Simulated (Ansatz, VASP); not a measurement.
TiAl3Ni2 in VASP and in Ansatz

INCAR

```
ALGO = Fast
EDIFF = 1E-7
EDIFFG = -0.01
ENCUT = 600
GGA = PE
IBRION = 2
ISIF = 3
ISMEAR = 0
LASPH = True
LCHARG = False
LREAL = False
LWAVE = False
NELM = 80
NSW = 100
PREC = Accurate
SIGMA = 0.1
```

Contents of KPOINTS:

```
k-points
0
Gamma
  14 14 4
```

POSCAR

```
TiAl3Ni2
1.0
    2.8614545517      0.0000000000      0.0000000000
    0.0000000000      2.8614545517      0.0000000000
    0.0000000000      0.0000000000      9.8672652760
Ti Al Ni
1 3 2
Direct
    0.5000000000      0.5000000000      0.5000000000
    0.0000000000      0.0000000000      0.0000000000
    0.0000000000      0.0000000000      0.3001056111
    0.0000000000      0.0000000000      0.6998943889
    0.5000000000      0.5000000000      0.1497133391
    0.5000000000      0.5000000000      0.8502866609
```

Input for Ansatz:

```yaml
crystal:
  lattice:
    - [2.8614545517, 0.0, 0.0]
    - [0.0, 2.8614545517, 0.0]
    - [0.0, 0.0, 9.867265276]
  atoms:
    - { symbol: Ti, position: [0.5, 0.5, 0.5] }
    - { symbol: Al, position: [0.0, 0.0, 0.0] }
    - { symbol: Al, position: [0.0, 0.0, 0.3001056111] }
    - { symbol: Al, position: [0.0, 0.0, 0.6998943889] }
    - { symbol: Ni, position: [0.5, 0.5, 0.1497133391] }
    - { symbol: Ni, position: [0.5, 0.5, 0.8502866609] }
basis:
  ecutwfc: 420
kpoints:
  mp_grid: { grid: [14, 14, 4] }
hamiltonian:
  xc: pbe
scf:
  occupations: { method: gaussian, width: 0.1 }
output:
  forces: true
  stress: true
  eigenvalues: true
  write_density: true
  write_potential: true
  elf: true
  volumetric_format: npy
relax:
  adjacent_minimum: "off"
  f_tol: 0.01
  max_steps: 80
  cell: { stress_tol: 0.05 }
```

Alike in both runs: task relaxation of cell and atoms; functional PBE; k mesh 14 × 14 × 4; occupations gaussian, width 0.1 eV; no spin polarisation.

|  | VASP | Ansatz |
| --- | --- | --- |
| version | VASP 6.6.1 | Ansatz 0.2.0 |
| potentials or method | VASP PAW PBE potentials, release 64 (Ti_sv, Al, Ni), cutoff 600 eV | scalar-relativistic, plane waves, PAW |
| valence electrons in the cell | 41 | 57 |

Ansatz gave:

* gap on the k mesh at the Fermi level, each at its own relaxed structure (eV): none
* relaxed volume (Å³/atom): 13.47
* relaxed cell length with the largest relative difference (Å): 2.881

Task: What did VASP give for the same quantities?

Result: gap on the k mesh at the Fermi level, each at its own relaxed structure (eV): none; relaxed volume (Å³/atom): 13.46; relaxed cell length with the largest relative difference (Å): 2.881.

A gap of «none» marks a metal or a gap that the smearing closes. VASP's potentials hold 41 valence electrons a cell and Ansatz's 57, so a difference there can come from the potentials and not from the codes.
